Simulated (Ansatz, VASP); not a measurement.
Two plane-wave programs on GaAs

```
As Ga
1.0
     0.00000    2.82685    2.82685
     2.82685    0.00000    2.82685
     2.82685    2.82685    0.00000
As Ga
1 1
Direct
  0.75000 0.75000 0.75000
  0.00000 0.00000 0.00000
```

Alike in both runs: functional PBE0; k mesh 6 × 6 × 6; occupations fermi-dirac, width 0.05 eV; no spin polarisation.

|  | VASP | Ansatz |
| --- | --- | --- |
| version | VASP 6.6.1 | Ansatz 0.2.0 |
| potentials or method | VASP PAW PBE potentials, release 64 (As, Ga_d) | Ansatz PAW |
| plane-wave cutoff (eV) | 520 | 420 |
| valence electrons in the cell | 18 | 28 |
| task | single point | band structure |

VASP gave:

| Property | Result |
| --- | --- |
| gap on the k mesh at the Fermi level (eV) | 2.04 |
| least direct gap on the mesh (eV) | 2.04 |
| pressure (GPa) | 0.8 |

Question: Estimate Ansatz's values.

Answer: gap on the k mesh at the Fermi level (eV): 2.01; least direct gap on the mesh (eV): 2.01; pressure (GPa): 0.9.

VASP's potentials hold 18 valence electrons a cell and Ansatz's 28, so a difference there can come from the potentials and not from the codes.
